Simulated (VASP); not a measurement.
# Ti (Fm-3m) in VASP: notebook, part 2 of 2

VASP 6.6.1. Earlier steps stand in the parts before.

## (4) Vibrations by perturbation theory, PBEsol

File INCAR:

```
SYSTEM = Ti
PREC = Accurate
ENCUT = 520
EDIFF = 1E-8
ISMEAR = -1
SIGMA = 0.05
LREAL = .FALSE.
LASPH = .TRUE.
NELM = 80
ALGO = Normal
ISIF = 2
LWAVE = .FALSE.
LCHARG = .FALSE.
GGA = PS
IBRION = 8
NSW = 1
```

File KPOINTS:

```
regular mesh
0
G
  10 10 10
  0 0 0
```

File POSCAR:

```
Ti
1.0
    0.0000000000      2.0300000000      2.0300000000
    2.0300000000      0.0000000000      2.0300000000
    2.0300000000      2.0300000000      0.0000000000
Ti
1
Direct
    0.0000000000      0.0000000000      0.0000000000
```

Potentials or basis: VASP PAW PBE potentials, release 64 (Ti_sv).

On the command line:

```
$ cat potpaw_PBE.64/Ti_sv/POTCAR > POTCAR
$ mpirun -np 1 vasp_std > vasp.out
```

OUTCAR:

```text
SYSTEM = Ti
   PREC = Accurate
   ENCUT = 520
   EDIFF = 1E-8
   ISMEAR = -1
   LREAL = .FALSE.
   LASPH = .TRUE.
   NELM = 80
   ISIF = 2
   GGA = PS
   IBRION = 8
   NSW = 1

 ion  position               nearest neighbor table
   1  0.000  0.000  0.000-

  LATTYP: Found a face centered cubic cell.
 ALAT       =     4.0600000000

  Lattice vectors:

 A1 = (   0.0000000000,   2.0300000000,   2.0300000000)
 A2 = (   2.0300000000,   0.0000000000,   2.0300000000)
 A3 = (   2.0300000000,   2.0300000000,   0.0000000000)

Analysis of symmetry for initial positions (statically):
=====================================================================
 Subroutine PRICEL returns:
 Original cell was already a primitive cell.

 Routine SETGRP: Setting up the symmetry group for a
 face centered cubic supercell.

 Subroutine GETGRP returns: Found 48 space group operations
 (whereof 48 operations were pure point group operations)
 out of a pool of 48 trial point group operations.

[... 521 lines left out ...]
  free energy    TOTEN  =        -0.53234986 eV

  energy without entropy =       -0.53234986

------------------------ aborting loop because EDIFF is reached ----------------------------------------

 INTERNAL STRAIN TENSOR  FOR ION    1  DIRECTION 1   (eV/Angst):
 -----------------------------------------------------------------------------
     0.03887  0.00000  0.00000
    -0.00000  0.00848  0.00000
     0.00000  0.00000  0.00848

 INTERNAL STRAIN TENSOR FOR ION    1 for displacements in x,y,z  (eV/Angst):
          X           Y           Z          XY          YZ          ZX
  --------------------------------------------------------------------------------
  x     0.00000     0.00000     0.00000     0.00000     0.00000     0.00000
  y     0.00000     0.00000     0.00000     0.00000     0.00000     0.00000
  z     0.00000     0.00000     0.00000     0.00000     0.00000     0.00000

 SECOND DERIVATIVES (NOT SYMMETRIZED)
 ------------------------------------
               1X          1Y          1Z
  1X    -0.001376    0.000000    0.000000
  1Y     0.000000   -0.001376    0.000000
  1Z     0.000000    0.000000   -0.001376

 Eigenvectors and eigenvalues of the dynamical matrix
 ----------------------------------------------------

   1 f  =    0.083817 THz     0.526637 2PiTHz    2.795832 cm-1     0.346639 meV
             X         Y         Z           dx          dy          dz
      0.000000  0.000000  0.000000     1.000000    0.000000    0.000000

   2 f  =    0.083817 THz     0.526637 2PiTHz    2.795832 cm-1     0.346639 meV
             X         Y         Z           dx          dy          dz
      0.000000  0.000000  0.000000     0.000000    1.000000    0.000000

   3 f  =    0.083817 THz     0.526637 2PiTHz    2.795832 cm-1     0.346639 meV
             X         Y         Z           dx          dy          dz
      0.000000  0.000000  0.000000     0.000000    0.000000    1.000000

--------------------------------------------------------------------------------------------------------

 ELASTIC MODULI CONTR FROM IONIC RELAXATION (kBar)
 Direction    XX          YY          ZZ          XY          YZ          ZX
 --------------------------------------------------------------------------------
 XX           0.0000      0.0000      0.0000      0.0000      0.0000      0.0000
 YY           0.0000      0.0000      0.0000      0.0000      0.0000      0.0000
 ZZ           0.0000      0.0000      0.0000      0.0000      0.0000      0.0000
 XY           0.0000      0.0000      0.0000      0.0000      0.0000      0.0000
 YZ           0.0000      0.0000      0.0000      0.0000      0.0000      0.0000
 ZX           0.0000      0.0000      0.0000      0.0000      0.0000      0.0000
 --------------------------------------------------------------------------------
```

OSZICAR:

```text
N       E                     dE             d eps       ncg     rms          rms(c)
DAV:   1     0.769845966974E+02    0.76985E+02   -0.67768E+03   942   0.146E+03
DAV:   2    -0.540524164720E+01   -0.82390E+02   -0.81047E+02   964   0.316E+02
DAV:   3    -0.925491776410E+01   -0.38497E+01   -0.38080E+01  1212   0.724E+01
DAV:   4    -0.937938392403E+01   -0.12447E+00   -0.12432E+00  1094   0.110E+01
[... 52 lines left out ...]
RMM:  33    -0.532349870777E+00    0.32305E-09   -0.29853E-07  1308   0.559E-05    0.574E-06
RMM:  34    -0.532349858721E+00    0.12056E-07   -0.27430E-07  1506   0.501E-05    0.643E-06
RMM:  35    -0.532349858779E+00   -0.57580E-10   -0.25776E-07  1335   0.460E-05    0.674E-06
RMM:  36    -0.532349857470E+00    0.13093E-08   -0.24185E-07  1234   0.418E-05    0.720E-06
RMM:  37    -0.532349860324E+00   -0.28548E-08   -0.22489E-07  1161   0.387E-05    0.748E-06
 Linear response finished
```

stdout:

```text
POSCAR found type information on POSCAR Ti
 POSCAR found :  1 types and       1 ions
 scaLAPACK will be used
 -----------------------------------------------------------------------------
|                                                                             |
|                                                                             |
|     You enforced a specific xc type in the INCAR file but a different       |
|     I HOPE YOU KNOW WHAT YOU ARE DOING!                                     |
|                                                                             |
 -----------------------------------------------------------------------------

 LDA part: xc-table for (Slater+PW92), standard interpolation
 POSCAR, INCAR and KPOINTS ok, starting setup
 FFT: planning ... GRIDC
 FFT: planning ... GRID_SOFT
 FFT: planning ... GRID
 WAVECAR not read
 entering main loop
 Linear response reoptimize wavefunctions to high precision
 Linear response DOF=           1
 Linear response progress:
 first order change of Fermi-energy  -0.14407E-02
 force on displaced ion       1 direction 1 :  -0.001   0.000   0.000
 Linear response finished
```

Wall time 64 s (1 thread of AMD EPYC 9R45 (Zen 5), shared host); peak memory 0.14 GiB.

Caveat: the PAW data sets were made with another functional, which shifts forces and pressure a little.

## (5) Elastic constants, PBEsol

File INCAR:

```
PREC = Accurate ; ENCUT = 600
EDIFF = 1E-8 ; ISMEAR = -1
SIGMA = 0.05 ; LREAL = False
LASPH = True ; NELM = 80
ALGO = Fast ; ISIF = 3
LWAVE = False ; LCHARG = False
GGA = PS ; IBRION = 6
NFREE = 2 ; POTIM = 0.015
NSW = 1
```

File KPOINTS:

```
regular mesh
0
Gamma
  10 10 10
```

POSCAR is that of step 4.

Potentials or basis: VASP PAW PBE potentials, release 64 (Ti_sv).

On the command line:

```
$ cat potpaw_PBE.64/Ti_sv/POTCAR > POTCAR
$ mpirun -np 1 vasp_std > vasp.out
```

OUTCAR:

```text
PREC = Accurate
   ENCUT = 600
   EDIFF = 1E-8
   ISMEAR = -1
   LREAL = False
   LASPH = True
   NELM = 80
   ISIF = 3
   GGA = PS
   IBRION = 6
   NFREE = 2
   POTIM = 0.015
   NSW = 1

 ion  position               nearest neighbor table
   1  0.000  0.000  0.000-

  LATTYP: Found a face centered cubic cell.
[... 745 lines left out ...]
      0.000000  0.000000  0.000000     0.990992   -0.133918    0.000000

   2 f  =    0.000000 THz     0.000000 2PiTHz    0.000000 cm-1     0.000000 meV
             X         Y         Z           dx          dy          dz
      0.000000  0.000000  0.000000    -0.133918   -0.990992    0.000000

   3 f  =    0.000000 THz     0.000000 2PiTHz    0.000000 cm-1     0.000000 meV
             X         Y         Z           dx          dy          dz
      0.000000  0.000000  0.000000     0.000000    0.000000    1.000000

--------------------------------------------------------------------------------------------------------

 ELASTIC MODULI CONTR FROM IONIC RELAXATION (kBar)
 Direction    XX          YY          ZZ          XY          YZ          ZX
 --------------------------------------------------------------------------------
 XX           0.0000      0.0000      0.0000      0.0000      0.0000      0.0000
 YY           0.0000      0.0000      0.0000      0.0000      0.0000      0.0000
 ZZ           0.0000      0.0000      0.0000      0.0000      0.0000      0.0000
 XY           0.0000      0.0000      0.0000      0.0000      0.0000      0.0000
 YZ           0.0000      0.0000      0.0000      0.0000      0.0000      0.0000
 ZX           0.0000      0.0000      0.0000      0.0000      0.0000      0.0000
 --------------------------------------------------------------------------------

 TOTAL ELASTIC MODULI (kBar)
 Direction    XX          YY          ZZ          XY          YZ          ZX
 --------------------------------------------------------------------------------
 XX        1477.8228    878.5201    878.5201      0.0000      0.0000      0.0000
 YY         878.5201   1477.8228    878.5201     -0.0000     -0.0000     -0.0000
 ZZ         878.5201    878.5201   1477.8228      0.0000     -0.0000     -0.0000
 XY           0.0000     -0.0000      0.0000    668.6666      0.0000      0.0000
 YZ           0.0000     -0.0000     -0.0000      0.0000    668.6666      0.0000
 ZX           0.0000     -0.0000     -0.0000      0.0000      0.0000    668.6666
 --------------------------------------------------------------------------------
```

OSZICAR:

```text
N       E                     dE             d eps       ncg     rms          rms(c)
DAV:   1     0.810056073374E+02    0.81006E+02   -0.75873E+03   940   0.161E+03
DAV:   2    -0.466741795113E+01   -0.85673E+02   -0.84180E+02   970   0.325E+02
[... 643 lines left out ...]
       N       E                     dE             d eps       ncg     rms          rms(c)
DAV:   1    -0.827603860977E+01    0.13844E-01   -0.40440E+00  1278   0.565E+01    0.294E-01
RMM:   2    -0.828835409439E+01   -0.12315E-01   -0.13199E-01   975   0.517E+00    0.180E-01
RMM:   3    -0.828949697576E+01   -0.11429E-02   -0.16363E-02  1075   0.213E+00    0.913E-03
RMM:   4    -0.828979028980E+01   -0.29331E-03   -0.28650E-03  1125   0.780E-01    0.587E-03
RMM:   5    -0.828985883001E+01   -0.68540E-04   -0.72700E-04  1294   0.346E-01    0.144E-03
RMM:   6    -0.828986845149E+01   -0.96215E-05   -0.11292E-04  1303   0.118E-01    0.600E-04
RMM:   7    -0.828987298385E+01   -0.45324E-05   -0.45698E-05  1372   0.569E-02    0.42
```

Run time: 16 min. Hardware: 1 thread of AMD EPYC 9R45 (Zen 5), shared host; peak memory 0.21 GiB.

What came out:

```
Elastic constants C11, C12, C44 : 148, 88, 67 GPa
Voigt bulk modulus              : 108 GPa
```

Elastic tensor in Voigt notation (GPa, in the Cartesian axes of the cell as first typed):
```
148  88  88   0   0   0
 88 148  88   0   0   0
 88  88 148   0   0   0
  0   0   0  67   0   0
  0   0   0   0  67   0
  0   0   0   0   0  67
```

Clamped-ion elastic tensor (GPa):
```
148  88  88   0   0   0
 88 148  88   0   0   0
 88  88 148   0   0   0
  0   0   0  67   0   0
  0   0   0   0  67   0
  0   0   0   0   0  67
```

Caveat: the PAW data sets were made with another functional, which shifts forces and pressure a little.

## (6) The runs side by side

```tsv
task	level	k mesh	cutoff (eV)	smearing	tolerance level	purpose	K density	dipole correction	ions in elastic constants	gap on the mesh (eV)
single point	PBE	15 × 15 × 15	320	tetrahedron 0.1 eV	tight	density of states	13 × 13 × 13	-	-	none
single point	PBE	34 × 34 × 34	550	tetrahedron 0.1 eV	tight	density of states	13 × 13 × 13	-	-	none
vibrations by perturbation theory	PBEsol	10 × 10 × 10	520	fermi-dirac 0.05 eV	-	-	-	no	-	-
elastic constants	PBEsol	10 × 10 × 10	600	fermi-dirac 0.05 eV	-	-	-	no	relaxed	-
```

Alike in all rows: potentials or basis VASP PAW PBE potentials, release 64 (Ti_sv); no spin polarisation; cell as given.

Caveats: the PAW data sets were made with another functional, which shifts forces and pressure a little (at least some runs); the cutoff is under 1.25 times the usual one of these potentials, so pressure, stress and relaxed cells hold a basis-set (Pulay) error (at least some runs).

Total energies depend on the potentials used, so only differences within one code and one set of settings carry meaning.
